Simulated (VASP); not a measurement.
The system is Si2Mo.

```
Si Mo
1.0
     4.58547    0.00000    0.00000
    -2.29274    3.97113    0.00000
     0.00000    0.00000    6.57976
Si Mo
6 3
Cartesian
  -1.1656 3.3204 5.4831
  1.1272 0.6508 1.0966
  2.2927 2.6696 3.2899
  3.4583 0.6508 5.4831
  1.1656 3.3204 1.0966
  0.0000 1.3015 3.2899
  2.2927 0.0000 3.2899
  -1.1464 1.9856 1.0966
  1.1464 1.9856 5.4831
```

- Program: VASP 6.6.1
- Task: relaxation of cell and atoms
- Functional: PBE
- Potentials or basis: VASP PAW PBE potentials, release 64 (Si, Mo_sv)
- Cutoff: 600 eV
- k mesh: 9 × 9 × 6
- Occupations: gaussian, width 0.01 eV
- Spin: no spin polarisation

At the start: pressure 3.7 GPa; volume 13.31 Å³/atom.

Problem. How do energy, volume and symmetry change on relaxing?

Solution. Over 8 steps the energy falls by 2.6 meV/atom and the volume is 13.54 Å³/atom (+1.7 %); space group P6_222 (No. 180, to 0.1 Å) before and after.

The path:
| step | energy change (eV) | largest force (eV/Å) | pressure (GPa) | volume (Å³) |
| --- | --- | --- | --- | --- |
| 1 | 0.0000 | 0.0057 | 3.66 | 119.81 |
| 2 | 0.0319 | 0.0175 | -5.21 | 125.16 |
| 3 | -0.0230 | 0.0103 | -0.02 | 121.88 |
| 4 | -0.0229 | 0.0100 | 0.03 | 121.84 |
| 5 | -0.0231 | 0.0017 | 0.05 | 121.84 |
| 6 | -0.0231 | 0.0014 | 0.05 | 121.85 |
| 7 | -0.0231 | 0.0010 | -0.06 | 121.91 |
| 8 | -0.0231 | 0.0012 | -0.01 | 121.87 |

Final structure:
```xyz
9
Lattice="4.6142 0.0000 0.0000 -2.3071 3.9960 0.0000 0.0000 0.0000 6.6097" Properties=species:S:1:pos:R:3 pbc="T T T"
Si   -1.1724    3.3409    5.5081
Si    1.1347    0.6551    1.1016
Si    2.3071    2.6858    3.3048
Si    3.4795    0.6551    5.5081
Si    1.1724    3.3409    1.1016
Si    0.0000    1.3102    3.3048
Mo    2.3071    0.0000    3.3048
Mo   -1.1535    1.9980    1.1016
Mo    1.1535    1.9980    5.5081
```
